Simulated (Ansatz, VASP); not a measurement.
BN: VASP beside Ansatz

```
CELL_PARAMETERS angstrom
0.00000 1.82435 1.82435
1.82435 0.00000 1.82435
1.82435 1.82435 0.00000
ATOMIC_POSITIONS crystal
B 0.00000 0.00000 0.00000
N 0.75000 0.75000 0.75000
```

Alike in both runs: task single point; functional PBE; k mesh 16 × 16 × 16; occupations gaussian, width 0.05 eV; no spin polarisation.

|  | VASP | Ansatz |
| --- | --- | --- |
| version | VASP 6.6.1 | Ansatz 0.2.0 |
| potentials or method | VASP PAW PBE potentials, release 64 (B, N), cutoff 520 eV | scalar-relativistic, plane waves, PAW |
| valence electrons in the cell | 8 | 8 |

|  | VASP | Ansatz | Ansatz less VASP |
| --- | --- | --- | --- |
| gap on the k mesh at the Fermi level (eV) | 4.43 | 4.44 | +0.011 |
| least direct gap on the mesh (eV) | 8.69 | 8.70 | +0.010 |
| pressure (GPa) | -6.9 | -7.1 | -0.18 |
